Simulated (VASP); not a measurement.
# LiNbO2 (P6_3/mmc) in VASP: single point with r2SCAN

Aim: the single point of LiNbO2 with r2SCAN.

Everything below comes from runs of VASP 6.6.1. Logs are shortened: lines on timing, memory, paths and dates and some standing lists are left out, and cuts for length are marked.

### Step 1. The cell of the first run

Symmetry: P6_3/mmc, No. 194, hexagonal system. Conventional cell: a = 2.920 Å, b = 2.920 Å, c = 10.532 Å, α = 90.00°, β = 90.00°, γ = 120.00°. Within 2.8 Å of Li (site symmetry -3m) lie 6 O at 2.13 Å. Within 2.8 Å of Nb (site symmetry -6m2) lie 6 O at 2.15 Å. Within 2.8 Å of O (site symmetry 3m) lie 3 Li at 2.13 Å and 3 Nb at 2.15 Å and 1 O at 2.66 Å.

### Step 2. Single point, r2SCAN

POSCAR reads:

```
LiNbO2
1.0
    2.9202910576      0.0000000000      0.0000000000
   -1.4601455288      2.5290462423      0.0000000000
    0.0000000000      0.0000000000     10.5319117404
Li Nb O
2 2 4
Direct
    0.0000000000      0.0000000000      0.5000000000
    0.0000000000      0.0000000000      0.0000000000
    0.6666666667      0.3333333333      0.2500000000
    0.3333333333      0.6666666667      0.7500000000
    0.3333333333      0.6666666667      0.1238098236
    0.3333333333      0.6666666667      0.3761901764
    0.6666666667      0.3333333333      0.6238098236
    0.6666666667      0.3333333333      0.8761901764
```

INCAR.step1 reads:

```
SYSTEM = LiNbO2
ALGO     = Normal         ! electronic algorithm
EDIFF    = 1E-4           ! SCF threshold, eV
ENCUT    = 520            ! plane-wave cutoff, eV
GGA      = PE             ! functional
ISMEAR   = 0              ! smearing method
LASPH    = .True.         ! aspherical terms in the spheres
LCHARG   = .False.        ! write CHGCAR
LREAL    = .False.        ! projectors in reciprocal space
LWAVE    = .True.         ! write WAVECAR
NBANDS   = 38             ! bands
NELM     = 80             ! most SCF steps
PREC     = Accurate       ! precision mode
SIGMA    = 0.02           ! smearing width, eV
```

INCAR.step2 reads:

```
SYSTEM = LiNbO2
ALGO     = Normal         ! electronic algorithm
EDIFF    = 1E-6           ! SCF threshold, eV
ENCUT    = 520            ! plane-wave cutoff, eV
ISIF     = 2              ! what is computed and relaxed
ISMEAR   = 0              ! smearing method
ISTART   = 1            
LASPH    = .True.         ! aspherical terms in the spheres
LCHARG   = .False.        ! write CHGCAR
LMIXTAU  = .True.       
LREAL    = .False.        ! projectors in reciprocal space
LWAVE    = .False.        ! write WAVECAR
METAGGA  = R2SCAN         ! meta-GGA
NBANDS   = 38             ! bands
NELM     = 80             ! most SCF steps
PREC     = Accurate       ! precision mode
SIGMA    = 0.02           ! smearing width, eV
```

KPOINTS reads:

```
k-points
0
Gamma
  12 12 4
  0 0 0
```

Potentials or basis: VASP PAW PBE potentials, release 64 (Li_sv, Nb_sv, O).

The run is started by

```sh
$ cat potpaw_PBE.64/Li_sv/POTCAR potpaw_PBE.64/Nb_sv/POTCAR potpaw_PBE.64/O/POTCAR > POTCAR
$ cp INCAR.step1 INCAR
$ mpirun -np 1 vasp_std > vasp.out
$ cp INCAR.step2 INCAR
$ mpirun -np 1 vasp_std > vasp.out
```

OUTCAR:

```text
SYSTEM = LiNbO2
   EDIFF = 1E-6
   ENCUT = 520
   ISIF = 2
   ISMEAR = 0
   ISTART = 1
   LASPH = .True.
   LREAL = .False.
   METAGGA = R2SCAN
   NELM = 80
   PREC = Accurate

 ion  position               nearest neighbor table
   1  0.000  0.000  0.500-   6 2.13   7 2.13   6 2.13   7 2.13   7 2.13   6 2.13
   2  0.000  0.000  0.000-   5 2.13   8 2.13   5 2.13   8 2.13   8 2.13   5 2.13
   3  0.667  0.333  0.250-   5 2.15   6 2.15   5 2.15   6 2.15   5 2.15   6 2.15
   4  0.333  0.667  0.750-   7 2.15   8 2.15   7 2.15   8 2.15   7 2.15   8 2.15
   5  0.333  0.667  0.124-   2 2.13   2 2.13   2 2.13   3 2.15   3 2.15   3 2.15
   6  0.333  0.667  0.376-   1 2.13   1 2.13   1 2.13   3 2.15   3 2.15   3 2.15
   7  0.667  0.333  0.624-   1 2.13   1 2.13   1 2.13   4 2.15   4 2.15   4 2.15
   8  0.667  0.333  0.876-   2 2.13   2 2.13   2 2.13   4 2.15   4 2.15   4 2.15

  LATTYP: Found a hexagonal cell.
 ALAT       =     2.9202910576
 C/A-ratio  =     3.6064596072

  Lattice vectors:

 A1 = (   2.9202910576,   0.0000000000,   0.0000000000)
 A2 = (  -1.4601455288,   2.5290462423,   0.0000000000)
 A3 = (   0.0000000000,   0.0000000000,  10.5319117404)

Analysis of symmetry for initial positions (statically):
=====================================================================
 Subroutine PRICEL returns:
 Original cell was already a primitive cell.

 Routine SETGRP: Setting up the symmetry group for a
 hexagonal supercell.

 Subroutine GETGRP returns: Found 24 space group operations
 (whereof 12 operations were pure point group operations)
 out of a pool of 24 trial point group operations.

The static configuration has the point symmetry D_3d.
 The point group associated with its full space group is D_6h.

Analysis of symmetry for dynamics (positions and initial velocities):
=====================================================================
 Subroutine PRICEL returns:
 Original cell was already a primitive cell.

 Routine SETGRP: Setting up the symmetry group for a
 hexagonal supercell.

 Subroutine GETGRP returns: Found 24 space group operations
 (whereof 12 operations were pure point group operations)
 out of a pool of 24 trial point group operations.

The dynamic configuration has the point symmetry D_3d.
 The point group associated with its full space group is D_6h.

 Subroutine INISYM returns: Found 24 space group operations
 (whereof 12 operations are pure point group operations),
 and found     1 'primitive' translations

----------------------------------------------------------------------------------------

                                     Primitive cell

  volume of cell :      77.7840

  direct lattice vectors                    reciprocal lattice vectors
     2.920291058  0.000000000  0.000000000     0.342431621  0.197702988  0.000000000
    -1.460145529  2.529046242  0.000000000     0.000000000  0.395405977  0.000000000
     0.000000000  0.000000000 10.531911740     0.000000000  0.000000000  0.094949523

  length of vectors
     2.920291058  2.920291058 10.531911740     0.395405977  0.395405977  0.094949523

  position of ions in fractional coordinates (direct lattice)
     0.000000000  0.000000000  0.500000000
     0.000000000  0.000000000  0.000000000
     0.666666667  0.333333333  0.250000000
     0.333333333  0.666666667  0.750000000
     0.333333333  0.666666667  0.123809824
     0.333333333  0.666666667  0.376190176
     0.666666667  0.333333333  0.623809824
     0.666666667  0.333333333  0.876190176

  ion indices of the primitive-cell ions
   primitive index   ion index
                 1           1
                 2           2
                 3           3
                 4           4
                 5           5
                 6           6
                 7           7
                 8           8

----------------------------------------------------------------------------------------

 KPOINTS: k-points

Automatic generation of k-mesh.
 Grid dimensions read from file:
 generate k-points for:   12   12    4

 Generating k-lattice:

  Cartesian coordinates                     Fractional coordinates (reciprocal lattice)
     0.028535968  0.016475249  0.000000000     0.083333333  0.000000000  0.000000000
     0.000000000  0.032950498  0.000000000     0.000000000  0.083333333  0.000000000
     0.000000000  0.000000000  0.023737381     0.000000000  0.000000000  0.250000000

  Length of vectors
     0.032950498  0.032950498  0.023737381

  Shift w.r.t. Gamma in fractional coordinates (k-lattice)
     0.000000000  0.000000000  0.000000000

 Subroutine IBZKPT returns following result:
 ===========================================

 Found     57 irreducible k-points:

 Following reciprocal coordinates:
            Coordinates               Weight
  0.000000  0.000000  0.000000      1.000000
  0.083333 -0.000000  0.000000      6.000000
  0.166667  0.000000  0.000000      6.000000
  0.250000  0.000000  0.000000      6.000000
  0.333333  0.000000  0.000000      6.000000
  0.416667  0.000000  0.000000      6.000000
[... 16 lines left out ...]
  0.250000  0.000000  0.250000     12.000000
  0.333333  0.000000  0.250000     12.000000
 [... further k-points ...]
   k-points           NKPTS =     57   k-points in BZ     NKDIM =     57   number of bands    NBANDS=     38
   number of dos      NEDOS =    301   number of ions     NIONS =      8
   total plane-waves  NPLWV =  46080
   dimension x,y,z NGX =    24 NGY =   24 NGZ =   80
   dimension x,y,z NGXF=    48 NGYF=   48 NGZF=  160
   ions per type =               2   2   4
   NGX,Y,Z   is equivalent  to a cutoff of  13.66, 13.66, 12.63 a.u.
   NGXF,Y,Z  is equivalent  to a cutoff of  27.33, 27.33, 25.26 a.u.
 SYSTEM =  LiNbO2
   PREC   = accura    normal or accurate (medium, high low for compatibility)
   ISTART =      1    job   : 0-new  1-cont  2-samecut
   ICHARG =      0    charge: 1-file 2-atom 10-const
   ISPIN  =      1    spin polarized calculation?
   LNONCOLLINEAR =      F non collinear calculations
   LSORBIT =      F    spin-orbit coupling
   LASPH  =      T    aspherical Exc in radial PAW
   ENCUT  =  520.0 eV  38.22 Ry    6.18 a.u.   5.43  5.43 19.58*2*pi/ulx,y,z
   NELM   =     80;   NELMIN=  2; NELMDL=  0     # of ELM steps
   EDIFF  = 0.1E-05   stopping-criterion for ELM
   LREAL  =      F    real-space projection
   EDIFFG = 0.1E-04   stopping-criterion for IOM
   NSW    =      0    number of steps for IOM
   IBRION =     -1    ionic relax: 0-MD 1-quasi-New 2-CG
   NFREE  =      0    steps in history (QN), initial steepest desc. (CG)
   ISIF   =      2    stress and relaxation
   ISYM   =      2    0-nonsym 1-usesym 2-fastsym
   POTIM  = 0.5000    time-step for ionic-motion
   TEBEG  =    0.0;   TEEND  =   0.0 temperature during run
   PSTRESS=    0.0 pullay stress
   NELECT =      56.0000    total number of electrons
   NUPDOWN=      -1.0000    fix difference up-down
   EMIN   =  10.00;   EMAX   =-10.00  energy-range for DOS
   EFERMI =   0.00;   METHOD = LEGACY
   ISMEAR =     0;   SIGMA  =   0.02  broadening in eV -4-tet -1-fermi 0-gaus
   EFERMI_NEDOS =   21; number of points for ismear=-14 and -15
   IALGO  =     38    algorithm
   IMIX   =      4    mixing-type and parameters
     AMIX     =   0.40;   BMIX     =  1.00
     AMIX_MAG =   1.60;   BMIX_MAG =  1.00
  volume/ion in A,a.u.               =       9.72        65.61
  Fermi-wavevector in a.u.,A,eV,Ry     =   1.467261  2.772722 29.291381  2.152856
  Thomas-Fermi vector in A             =   2.582900
   LORBIT       =      0    0 simple, 1 ext, 2 COOP (PROOUT), +10 PAW based schemes
   METAGGA = R2SCAN    functional components
   LHFCALC =     F    Hartree Fock is set to
   AEXX    =    0.0000 exact exchange contribution
   IVDW    =     0    specifies the selected vdW correction
   LEPSILON=     F    determine dielectric tensor
   LRPA    =     F    only Hartree local field effects (RPA)
 non-spin polarized calculation
 Gauss-broadening in eV      SIGMA  =   0.02
  energy-cutoff  :      520.00
  volume of cell :       77.78
 maximum number of plane-waves:      2163
 NGX is ok and might be reduce to    24
   NGX = 11   NGY = 11   NGZ = 39

 number of electron      55.9999991 magnetization

 Free energy of the ion-electron system (eV)
  ---------------------------------------------------
  ext. energy  EPLUGINS =         0.00000000
  ---------------------------------------------------
  free energy    TOTEN  =       -99.48260962 eV

  energy without entropy =      -99.48260962  energy(sigma->0) =      -99.48260962

 E-fermi :   8.7982     XC(G=0): -12.4490

 val. band max:        8.5849223853   @ k =   0.0000   0.0000   0.0000
 cond. band min:      10.3933479785   @ k =   0.0000   0.0000   0.0000
 fundamental gap:      1.8084255932
 Fermi energy:         8.7981731632

 k-point     1 :       0.0000    0.0000    0.0000
  band No.  band energies     occupation
      1     -49.0753      2.00000
      2     -49.0753      2.00000
      3     -38.8075      2.00000
      4     -38.8073      2.00000
      5     -24.7091      2.00000
      6     -24.7080      2.00000
[... 30 lines left out ...]
     37      12.0590      0.00000
     38      12.0625      0.00000

 k-point     2 :       0.0833   -0.0000    0.0000
  band No.  band energies     occupation
      1     -49.0628      2.00000
      2     -49.0628      2.00000
      3     -38.8058      2.00000
      4     -38.8057      2.00000
      5     -24.6841      2.00000
      6     -24.6830      2.00000
[... 30 lines left out ...]
     37      12.4241      0.00000
     38      12.5326      0.00000

 k-point     3 :       0.1667    0.0000    0.0000
  band No.  band energies     occupation
      1     -49.0284      2.00000
      2     -49.0284      2.00000
      3     -38.8015      2.00000
      4     -38.8013      2.00000
      5     -24.6153      2.00000
      6     -24.6141      2.00000
[... 30 lines left out ...]
     37      13.3243      0.00000
[... 781 lines left out ...]
 k-point    23 :       0.2500    0.0000    0.2500
  band No.  band energies     occupation
      1     -48.9810      2.00000
      2     -48.9810      2.00000
      3     -38.7956      2.00000
      4     -38.7955      2.00000
      5     -24.5192      2.00000
      6     -24.5183      2.00000
[... 30 lines left out ...]
     37      14.4851      0.00000
     38      15.1715      0.00000

 k-point    24 :       0.3333    0.0000    0.2500
  band No.  band energies     occupation
      1     -48.9332      2.00000
      2     -48.9331      2.00000
      3     -38.7897      2.00000
      4     -38.7896      2.00000
      5     -24.8483      2.00000
      6     -24.8481      2.00000
[... 30 lines left out ...]
     37      15.4104      0.00000
     38      16.4812      0.00000

 [... further k-points ...]
[... 5 lines left out ...]
  --------------------------------------------------------------------------------------
  -------------------------------------------------------------------------------------
  Total       -2.0208707     -2.0208707     -1.9873822      0.0000000      0.0000000     -0.0000000
  in kB      -41.6254543    -41.6254543    -40.9356666      0.0000000      0.0000000     -0.0000000
  external PRESSURE =     -41.3955250 kB  Pullay stress =       0.0000000 kB

 VOLUME and BASIS-vectors are now :
 -----------------------------------------------------------------------------
  energy-cutoff  :      520.00
  volume of cell :       77.78
      direct lattice vectors                 reciprocal lattice vectors
     2.920291058  0.000000000  0.000000000     0.342431621  0.197702988  0.000000000
    -1.460145529  2.529046242  0.000000000     0.000000000  0.395405977  0.000000000
     0.000000000  0.000000000 10.531911740     0.000000000  0.000000000  0.094949523

 POSITION                                       TOTAL-FORCE (eV/Angst)
 -----------------------------------------------------------------------------------
      0.00000      0.00000      5.26596        -0.000000      0.000000      0.000000
      0.00000      0.00000      0.00000        -0.000000      0.000000      0.000000
      1.46015      0.84302      2.63298         0.000000     -0.000000      0.000000
     -0.00000      1.68603      7.89893        -0.000000      0.000000      0.000000
     -0.00000      1.68603      1.30395         0.000000     -0.000000      0.103446
     -0.00000      1.68603      3.96200         0.000000     -0.000000     -0.103446
      1.46015      0.84302      6.56991        -0.000000      0.000000      0.103446
      1.46015      0.84302      9.22796        -0.000000      0.000000     -0.103446
 -----------------------------------------------------------------------------------
    total drift:                               -0.000000      0.000000      0.000000

  FREE ENERGIE OF THE ION-ELECTRON SYSTEM (eV)
  ---------------------------------------------------
  free  energy   TOTEN  =       -99.4826096231 eV

  energy  without entropy=      -99.4826096231  energy(sigma->0) =      -99.48260962
```

Wall time 10 min (1 thread of Intel Xeon 6975P-C, shared host); peak memory 0.31 GiB.

Results:

```
Free energy            : -99.4826 eV
Largest force          : 0.103 eV/Å
Band gap on the k mesh : 1.81 eV, direct
```

Forces on the atoms (eV/Å):
```
Li   0.000  0.000  0.000
Li   0.000  0.000  0.000
Nb   0.000  0.000  0.000
Nb   0.000  0.000  0.000
O    0.000  0.000  0.103
O    0.000  0.000 -0.103
O    0.000  0.000  0.103
O    0.000  0.000 -0.103
```

Levels at points of the mesh, in eV from the valence-band top:
| k point | band 26 | band 27 | band 28 | band 29 | band 30 | band 31 |
| --- | --- | --- | --- | --- | --- | --- |
| (0.00, 0.00, 0.00) | -3.81 | -0.43 | 0.00 | 1.81 | 1.81 | 1.89 |
| (0.50, 0.00, 0.00) | -4.22 | -1.24 | -0.98 | 3.01 | 3.60 | 3.63 |
| (0.00, 0.00, 0.50) | -4.49 | -0.17 | -0.17 | 1.85 | 1.85 | 1.85 |
| (0.50, 0.00, 0.50) | -4.35 | -1.11 | -1.11 | 3.32 | 3.32 | 3.65 |

Caveat: the cutoff is under 1.25 times the usual one of these potentials, so pressure, stress and relaxed cells hold a basis-set (Pulay) error; the PAW data sets were made with another functional, which shifts forces and pressure a little. A k mesh can miss the band edges.
